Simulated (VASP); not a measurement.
SiC: single point with PBE+D4

The system is SiC.

```xyz
12
Lattice="3.0532 0.0000 0.0000 -1.5266 2.6441 0.0000 0.0000 0.0000 14.9650" Properties=species:S:1:pos:R:3 pbc="T T T"
Si    1.5266    0.8814    6.8584
Si    0.0000    1.7627   14.3409
Si    1.5266    0.8814   11.8478
Si    0.0000    1.7627    4.3653
Si    0.0000    0.0000    9.3531
Si    0.0000    0.0000    1.8706
C     1.5266    0.8814    4.9878
C     0.0000    1.7627   12.4703
C     1.5266    0.8814    9.9771
C     0.0000    1.7627    2.4947
C     0.0000    0.0000    7.4825
C     0.0000    0.0000    0.0000
```

```
Program                : VASP 6.6.1
Task                   : single point
Functional             : PBE
Dispersion             : D4
Potentials or basis    : VASP PAW PBE potentials, release 64 (Si, C)
Cutoff                 : 520 eV
k mesh                 : 10 × 10 × 2
Occupations            : fermi-dirac, width 0.05 eV
Spin                   : no spin polarisation
Dipole correction      : no
Further INCAR settings : ALGO = Normal; EDIFF = 1e-06; NBANDS = 36
```

* Pressure: 5.1 GPa
* Largest force: 0.151 eV/Å
* Band gap on the k mesh: 2.01 eV (least direct gap 3.11 eV)
* Dispersion energy per atom: -0.337 eV

Forces on the atoms (eV/Å):
```
Si   0.000  0.000  0.062
Si   0.000  0.000  0.062
Si   0.000  0.000  0.032
Si   0.000  0.000  0.032
Si   0.000  0.000  0.044
Si   0.000  0.000  0.044
C    0.000  0.000 -0.019
C    0.000  0.000 -0.019
C    0.000  0.000  0.032
C    0.000  0.000  0.032
C    0.000  0.000 -0.151
C    0.000  0.000 -0.151
```

Stress tensor (GPa, compression positive):
```
4.87 0.00 0.00
0.00 4.87 0.00
0.00 0.00 5.69
```

Levels at points of the mesh, in eV from the valence-band top:
```csv
k point,band 21,band 22,band 23,band 24,band 25,band 26,band 27,band 28
"(0.00, 0.00, 0.00)",-0.30,-0.05,0.00,0.00,5.40,5.57,5.99,6.50
"(0.50, 0.00, 0.00)",-1.84,-1.80,-1.69,-1.10,2.01,2.21,3.26,3.94
"(0.00, 0.00, 0.50)",-0.10,-0.10,-0.10,-0.10,5.46,5.46,6.22,6.22
"(0.50, 0.00, 0.50)",-1.74,-1.74,-1.32,-1.32,2.06,2.06,3.48,3.48
```

Wall time 91 s on 1 thread of AMD EPYC 9R45 96-Core Processor (Zen 5) (shared host), peak memory 0.24 GiB.

Caveat: the cell stands under pressure. PBE gaps usually lie below the measured ones, often by a third to a half.
